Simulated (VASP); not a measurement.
# AlNi: relaxation of cell and atoms with r2SCAN

The system is AlNi.

```
Al Ni
1.0
     2.86316    0.00000    0.00000
     0.00000    2.86316    0.00000
     0.00000    0.00000    2.86316
Al Ni
1 1
Direct
  0.00000 0.00000 0.00000
  0.50000 0.50000 0.50000
```

```
Program                : VASP 6.6.1
Task                   : relaxation of cell and atoms
Functional             : r2SCAN
Potentials or basis    : VASP PAW PBE potentials, release 64 (Al, Ni)
Cutoff                 : 600 eV
k mesh                 : 14 × 14 × 14
Occupations            : fermi-dirac, width 0.15 eV
Spin                   : no spin polarisation
Dipole correction      : no
Further INCAR settings : ALGO = Normal; EDIFF = 1e-06; IBRION = 2; EDIFFG = -0.001; NSW = 80; ISIF = 3
```

The relaxed volume is 11.73 Å³/atom, the relaxed cell is a = 2.862 Å, b = 2.862 Å, c = 2.862 Å, α = 90.00°, β = 90.00°, γ = 90.00° and the space group after relaxing (to 0.1 Å) is Pm-3m (No. 221). The energy gained by relaxing is 0.0 meV/atom. The ionic steps are 26 and the pressure after relaxing is 0.0 GPa. The band gap on the k mesh is zero (an odd number of electrons rules out a gap without spin polarisation).

Final structure:
```cif
data_structure
_symmetry_space_group_name_H-M 'P 1'
_symmetry_Int_Tables_number 1
_cell_length_a 2.8623
_cell_length_b 2.8623
_cell_length_c 2.8623
_cell_angle_alpha 90.000
_cell_angle_beta 90.000
_cell_angle_gamma 90.000
_cell_volume 23.45
loop_
_atom_site_label
_atom_site_type_symbol
_atom_site_fract_x
_atom_site_fract_y
_atom_site_fract_z
_atom_site_occupancy
Al1 Al 0.00000 0.00000 0.00000 1
Ni1 Ni 0.50000 0.50000 0.50000 1
```

Levels at points of the mesh, in eV from the Fermi level:
```
           k point  band 3  band 4  band 5  band 6  band 7  band 8  band 9  band 10
(0.00, 0.00, 0.00)   -3.47   -1.67   -1.67   -1.67    5.96    5.96    5.96     8.44
(0.50, 0.00, 0.00)   -2.94   -2.42   -2.42   -1.58   -0.68    8.65   10.64    10.64
(0.50, 0.50, 0.00)   -3.17   -3.17   -2.25   -2.25   -1.08    1.60    2.78    13.50
(0.50, 0.50, 0.50)   -4.42   -1.05   -1.05    2.00    2.00    2.00    4.64     4.70
```

It took 16 min on 1 thread of Intel Xeon 8259CL, with other jobs on the host, peak memory 0.18 GiB.

Caveat: the PAW data sets were made with another functional, which shifts forces and pressure a little. Spin polarisation is off, so any magnetic state and its effect on volume and gap are missing.
